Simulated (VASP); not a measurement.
# Nd2Y2Cl (P6mm) in VASP: relaxation of cell and atoms with PBE

Aim: the relaxation of cell and atoms of Nd2Y2Cl with PBE.

Program: VASP 6.6.1. These are calculated values, not measurements. Logs are shortened: lines on timing, memory, paths and dates and some standing lists are left out, and cuts for length are marked.

### Step 1. The cell of the first run

The structure is hexagonal, space group P6mm (No. 183). The conventional cell has a = 5.009 Å, b = 5.009 Å, c = 6.234 Å, α = 90.00°, β = 90.00°, γ = 120.00°. Within 3.1 Å of Nd (site symmetry 3m) lie 1 Y at 2.31 Å and 3 Nd at 2.89 Å and 3 Cl at 2.93 Å. Within 3.1 Å of Y (site symmetry 3m) lie 1 Nd at 2.31 Å and 3 Y at 2.89 Å. Within 4.1 Å of Cl (site symmetry 6mm) lie 6 Nd at 2.93 Å and 6 Y at 4.02 Å.

The cell was generated, and may not be a known phase.

### Step 2. Relaxation of cell and atoms, PBE

Input file INCAR:

```
PREC     = Accurate       # precision mode
ENCUT    = 500            # plane-wave cutoff, eV
EDIFF    = 1E-7           # SCF threshold, eV
ISMEAR   = 0              # smearing method
SIGMA    = 0.2            # smearing width, eV
LREAL    = False          # projectors in reciprocal space
LASPH    = True           # aspherical terms in the spheres
NELM     = 200            # most SCF steps
ALGO     = Normal         # electronic algorithm
ISIF     = 3              # what is computed and relaxed
LWAVE    = False          # write WAVECAR
LCHARG   = False          # write CHGCAR
GGA      = PE             # functional
IBRION   = 2              # ionic algorithm
NSW      = 36             # ionic steps
EDIFFG   = -0.08          # ionic threshold
GGA_COMPAT= False        
NELMIN   = 4            
LMAXMIX  = 6              # l up to which the mixer works
```

Input file KPOINTS:

```
Automatic mesh
0
Gamma
  4 4 3
```

Input file POSCAR:

```
Nd2Y2Cl
1.0
    5.0090307800      0.0000000000      0.0000000000
   -2.5045153900      4.3379479000      0.0000000000
    0.0000000000      0.0000000000      6.2340334400
Nd Y Cl
2 2 1
Direct
    0.3333333300      0.6666666700      0.2437167600
    0.6666666700      0.3333333300      0.2437167600
    0.3333333300      0.6666666700      0.8725689900
    0.6666666700      0.3333333300      0.8725689900
    0.0000000000      0.0000000000      0.3204962600
```

Potentials or basis: VASP PAW PBE potentials, release 64 (Nd_3, Y_sv, Cl), 4f in core.

Started as:

```sh
$ cat potpaw_PBE.64/Nd_3/POTCAR potpaw_PBE.64/Y_sv/POTCAR potpaw_PBE.64/Cl/POTCAR > POTCAR
$ mpirun -np 1 vasp_std > vasp.out
```

OUTCAR:

```text
PREC = Accurate
   ENCUT = 500
   EDIFF = 1E-7
   ISMEAR = 0
   LREAL = False
   LASPH = True
   NELM = 200
   ISIF = 3
   GGA = PE
   IBRION = 2
   NSW = 36
   EDIFFG = -0.08
   NELMIN = 4

 ion  position               nearest neighbor table
   1  0.333  0.667  0.244-   3 2.31   2 2.89   2 2.89   2 2.89   5 2.93   5 2.93   5 2.93   4 3.70
                             4 3.70   4 3.70   3 3.92
   2  0.667  0.333  0.244-   4 2.31   1 2.89   1 2.89   1 2.89   5 2.93   5 2.93   5 2.93   3 3.70
                             3 3.70   3 3.70   4 3.92
   3  0.333  0.667  0.873-   1 2.31   4 2.89   4 2.89   4 2.89   2 3.70   2 3.70   2 3.70   1 3.92

   4  0.667  0.333  0.873-   2 2.31   3 2.89   3 2.89   3 2.89   1 3.70   1 3.70   1 3.70   2 3.92

   5  0.000  0.000  0.320-   1 2.93   2 2.93   1 2.93   2 2.93   2 2.93   1 2.93

  LATTYP: Found a hexagonal cell.
 ALAT       =     5.0090307800
 C/A-ratio  =     1.2445588206

  Lattice vectors:

 A1 = (   5.0090307800,   0.0000000000,   0.0000000000)
 A2 = (  -2.5045153900,   4.3379479000,   0.0000000000)
 A3 = (   0.0000000000,   0.0000000000,   6.2340334400)

Analysis of symmetry for initial positions (statically):
=====================================================================
 Subroutine PRICEL returns:
 Original cell was already a primitive cell.

 Routine SETGRP: Setting up the symmetry group for a
 hexagonal supercell.

 Subroutine GETGRP returns: Found 12 space group operations
 (whereof 12 operations were pure point group operations)
 out of a pool of 24 trial point group operations.

The static configuration has the point symmetry C_6v.

Analysis of symmetry for dynamics (positions and initial velocities):
=====================================================================
 Subroutine PRICEL returns:
 Original cell was already a primitive cell.

 Routine SETGRP: Setting up the symmetry group for a
 hexagonal supercell.

 Subroutine GETGRP returns: Found 12 space group operations
 (whereof 12 operations were pure point group operations)
 out of a pool of 24 trial point group operations.

The dynamic configuration has the point symmetry C_6v.

 Subroutine INISYM returns: Found 12 space group operations
 (whereof 12 operations are pure point group operations),
 and found     1 'primitive' translations

----------------------------------------------------------------------------------------

                                     Primitive cell

  volume of cell :     135.4588

  direct lattice vectors                    reciprocal lattice vectors
     5.009030780  0.000000000  0.000000000     0.199639420  0.115261873  0.000000000
    -2.504515390  4.337947900  0.000000000     0.000000000  0.230523746  0.000000000
     0.000000000  0.000000000  6.234033440     0.000000000  0.000000000  0.160409791

  length of vectors
     5.009030780  5.009030777  6.234033440     0.230523746  0.230523746  0.160409791

  position of ions in fractional coordinates (direct lattice)
     0.333333330  0.666666670  0.243716760
     0.666666670  0.333333330  0.243716760
     0.333333330  0.666666670  0.872568990
     0.666666670  0.333333330  0.872568990
     0.000000000  0.000000000  0.320496260

  ion indices of the primitive-cell ions
   primitive index   ion index
                 1           1
                 2           2
                 3           3
                 4           4
                 5           5

----------------------------------------------------------------------------------------

 KPOINTS: Automatic mesh

Automatic generation of k-mesh.
 Grid dimensions read from file:
 generate k-points for:    4    4    3

 Generating k-lattice:

  Cartesian coordinates                     Fractional coordinates (reciprocal lattice)
     0.049909855  0.028815468  0.000000000     0.250000000  0.000000000  0.000000000
     0.000000000  0.057630937  0.000000000     0.000000000  0.250000000  0.000000000
     0.000000000  0.000000000  0.053469930     0.000000000  0.000000000  0.333333333

  Length of vectors
     0.057630936  0.057630937  0.053469930

  Shift w.r.t. Gamma in fractional coordinates (k-lattice)
     0.000000000  0.000000000  0.000000000

 Subroutine IBZKPT returns following result:
 ===========================================

 Found      8 irreducible k-points:

 Following reciprocal coordinates:
            Coordinates               Weight
  0.000000  0.000000  0.000000      1.000000
  0.250000  0.000000  0.000000      6.000000
  0.500000  0.000000  0.000000      3.000000
  0.250000  0.250000  0.000000      6.000000
  0.000000  0.000000  0.333333      2.000000
  0.250000  0.000000  0.333333     12.000000
  0.500000  0.000000  0.333333      6.000000
  0.250000  0.250000  0.333333     12.000000
   k-points           NKPTS =      8   k-points in BZ     NKDIM =      8   number of bands    NBANDS=     30
   number of dos      NEDOS =    301   number of ions     NIONS =      5
   total plane-waves  NPLWV =  76800
   dimension x,y,z NGX =    40 NGY =   40 NGZ =   48
   dimension x,y,z NGXF=    80 NGYF=   80 NGZF=   96
   ions per type =               2   2   1
   NGX,Y,Z   is equivalent  to a cutoff of  13.28, 13.28, 12.80 a.u.
   NGXF,Y,Z  is equivalent  to a cutoff of  26.55, 26.55, 25.60 a.u.
 SYSTEM =  unknown system
   PREC   = accura    normal or accurate (medium, high low for compatibility)
   ISTART =      0    job   : 0-new  1-cont  2-samecut
   ICHARG =      2    charge: 1-file 2-atom 10-const
   ISPIN  =      1    spin polarized calculation?
   LNONCOLLINEAR =      F non collinear calculations
   LSORBIT =      F    spin-orbit coupling
   LASPH  =      T    aspherical Exc in radial PAW
   ENCUT  =  500.0 eV  36.75 Ry    6.06 a.u.   9.13  9.13 11.37*2*pi/ulx,y,z
   NELM   =    200;   NELMIN=  4; NELMDL= -5     # of ELM steps
   EDIFF  = 0.1E-06   stopping-criterion for ELM
   LREAL  =      F    real-space projection
   EDIFFG = -.8E-01   stopping-criterion for IOM
   NSW    =     36    number of steps for IOM
   IBRION =      2    ionic relax: 0-MD 1-quasi-New 2-CG
   NFREE  =      1    steps in history (QN), initial steepest desc. (CG)
   ISIF   =      3    stress and relaxation
   ISYM   =      2    0-nonsym 1-usesym 2-fastsym
   POTIM  = 0.5000    time-step for ionic-motion
   TEBEG  =    0.0;   TEEND  =   0.0 temperature during run
   PSTRESS=    0.0 pullay stress
   NELECT =      51.0000    total number of electrons
   NUPDOWN=      -1.0000    fix difference up-down
   EMIN   =  10.00;   EMAX   =-10.00  energy-range for DOS
   EFERMI =   0.00;   METHOD = LEGACY
   ISMEAR =     0;   SIGMA  =   0.20  broadening in eV -4-tet -1-fermi 0-gaus
   EFERMI_NEDOS =   21; number of points for ismear=-14 and -15
   IALGO  =     38    algorithm
   IMIX   =      4    mixing-type and parameters
     AMIX     =   0.40;   BMIX     =  1.00
     AMIX_MAG =   1.60;   BMIX_MAG =  1.00
  volume/ion in A,a.u.               =      27.09       182.82
  Fermi-wavevector in a.u.,A,eV,Ry     =   1.182123  2.233888 19.012968  1.397414
  Thomas-Fermi vector in A             =   2.318383
   LORBIT       =      0    0 simple, 1 ext, 2 COOP (PROOUT), +10 PAW based schemes
   GGA     = PE    functional components
   LHFCALC =     F    Hartree Fock is set to
   AEXX    =    0.0000 exact exchange contribution
   IVDW    =     0    specifies the selected vdW correction
   LEPSILON=     F    determine dielectric tensor
   LRPA    =     F    only Hartree local field effects (RPA)
 conjugate gradient relaxation of ions
 non-spin polarized calculation
 Gauss-broadening in eV      SIGMA  =   0.20
  energy-cutoff  :      500.00
  volume of cell :      135.46
 maximum number of plane-waves:      3454
 NGX is ok and might be reduce to    40
   NGX = 19   NGY = 19   NGZ = 23

--------------------------------------- Ionic step        1  -------------------------------------------

 number of electron      50.9999999 magnetization

 Free energy of the ion-electron system (eV)
  ---------------------------------------------------
  ext. energy  EPLUGINS =         0.00000000
  ---------------------------------------------------
  free energy    TOTEN  =       -17.64334729 eV

  energy without entropy =      -17.54488304  energy(sigma->0) =      -17.59411516

 E-fermi :   4.1702     XC(G=0):  -9.8148

 val. band max:        4.0979349702   @ k =   0.5000   0.0000   0.0000
 cond. band min:       4.1862927120   @ k =   0.5000   0.0000   0.3333
 fundamental gap:      0.0883577418
 Fermi energy:         4.1701573423

 k-point     1 :       0.0000    0.0000    0.0000
  band No.  band energies     occupation
      1     -38.5389      2.00000
      2     -38.1636      2.00000
      3     -34.3352      2.00000
      4     -33.5684      2.00000
      5     -19.9391      2.00000
      6     -19.4741      2.00000
[... 363 lines left out ...]
  FREE ENERGIE OF THE ION-ELECTRON SYSTEM (eV)
  ---------------------------------------------------
  free  energy   TOTEN  =       -21.1773384634 eV

  energy  without entropy=      -21.0169071383  energy(sigma->0) =      -21.09712280

[... ionic steps 4 to 9 ...]

--------------------------------------- Ionic step       10  -------------------------------------------

 number of electron      51.0000002 magnetization

------------------------ aborting loop because EDIFF is reached ----------------------------------------

  FORCE on cell =-STRESS in cart. coord.  units (eV):
  Direction    XX          YY          ZZ          XY          YZ          ZX
  --------------------------------------------------------------------------------------
  -------------------------------------------------------------------------------------
  Total       -0.7576964     -0.7576964      0.6809594      0.0000000     -0.0000000      0.0000000
  in kB       -6.4441667     -6.4441667      5.7915227      0.0000000     -0.0000000      0.0000000
  external PRESSURE =      -2.3656036 kB  Pullay stress =       0.0000000 kB
[... 63 lines left out ...]
  energy  without entropy=      -21.7463020125  energy(sigma->0) =      -21.81927606

--------------------------------------- Ionic step       12  -------------------------------------------

 number of electron      50.9999997 magnetization

 Free energy of the ion-electron system (eV)
  ---------------------------------------------------
  ext. energy  EPLUGINS =         0.00000000
  ---------------------------------------------------
  free energy    TOTEN  =       -21.94383441 eV

  energy without entropy =      -21.78307743  energy(sigma->0) =      -21.86345592

 E-fermi :   2.4840     XC(G=0):  -8.6827

 val. band max:        2.4505511876   @ k =   0.2500   0.2500   0.0000
 cond. band min:       2.5292746255   @ k =   0.2500   0.2500   0.0000
 fundamental gap:      0.0787234379
 Fermi energy:         2.4839782176

 k-point     1 :       0.0000    0.0000    0.0000
  band No.  band energies     occupation
      1     -40.6364      2.00000
      2     -40.5571      2.00000
      3     -35.9197      2.00000
      4     -35.7307      2.00000
      5     -20.8244      2.00000
      6     -20.8244      2.00000
[... 285 lines left out ...]
  FREE ENERGIE OF THE ION-ELECTRON SYSTEM (eV)
  ---------------------------------------------------
  free  energy   TOTEN  =       -21.9438344100 eV

  energy  without entropy=      -21.7830774279  energy(sigma->0) =      -21.86345592

 reached required accuracy - stopping structural energy minimisation
```

Wall time 11 min (1 thread of Intel Xeon 6975P-C (Granite Rapids), shared host); peak memory 0.29 GiB.

Results:

```
Free energy                           : -21.9438 eV
Relaxed volume                        : 36.94 Å³/atom
Relaxed cell                          : a = 5.757 Å, b = 5.757 Å, c = 6.435 Å, α = 90.00°, β = 90.00°, γ = 120.00°
Space group after relaxing (to 0.1 Å) : P6mm (No. 183)
Energy gained by relaxing             : 860.1 meV/atom
Ionic steps                           : 12
Pressure after relaxing               : 0.1 GPa
Largest force after relaxing          : 0.026 eV/Å
Band gap on the k mesh                : zero (an odd number of electrons rules out a gap without spin polarisation)
```

Forces in eV/Å, atoms in the order of the input:
```
Nd   0.000  0.000  0.024
Nd   0.000  0.000  0.024
Y    0.000  0.000 -0.011
Y    0.000  0.000 -0.011
Cl   0.000  0.000 -0.026
```

Stress tensor (GPa, compression positive):
```
0.05 0.00 0.00
0.00 0.05 0.00
0.00 0.00 0.25
```

The path:
```
step  energy change (eV)  largest force (eV/Å)  pressure (GPa)  volume (Å³)
   1              0.0000                6.0150           20.98       135.46
   2             -3.0532                0.1477           -2.44       216.45
   3             -3.5340                0.4860            1.10       177.35
   4             -3.5514                0.3203            0.25       183.19
   5             -3.5511                0.3643            0.48       181.54
   6             -3.8249                0.4553           -0.15       185.71
   7             -4.0788                0.6380           -0.78       195.90
   8             -4.1194                0.5690           -0.75       192.65
   9             -4.1268                0.5869           -0.78       193.47
  10             -4.2207                0.4039           -0.24       188.38
  11             -4.2489                0.1941            0.51       182.96
  12             -4.3005                0.0262            0.12       184.70
```

Final structure:
```xyz
5
Lattice="5.7570 0.0000 0.0000 -2.8785 4.9857 0.0000 0.0000 0.0000 6.4349" Properties=species:S:1:pos:R:3 pbc="T T T"
Nd    0.0000    3.3238    1.9535
Nd    2.8785    1.6619    1.9535
Y     0.0000    3.3238    5.2057
Y     2.8785    1.6619    5.2057
Cl    0.0000    0.0000    2.1101
```

Caveat: the k points lie up to 0.33 Å⁻¹ apart in the final cell, too coarse for converged energies and pressures of a metal; the volume moved by over 15 % at a fixed basis, so the end points are rough; spin-orbit coupling is left out, which moves the levels of the heavy elements; the 4f electrons are frozen in the core, so they carry no moment and show no levels; the run has no spin polarisation, though such a crystal can be magnetic. Spin polarisation is off, so any magnetic state and its effect on volume and gap are missing.

The gap in the log of VASP goes by the Fermi energy; the results here count the filled bands.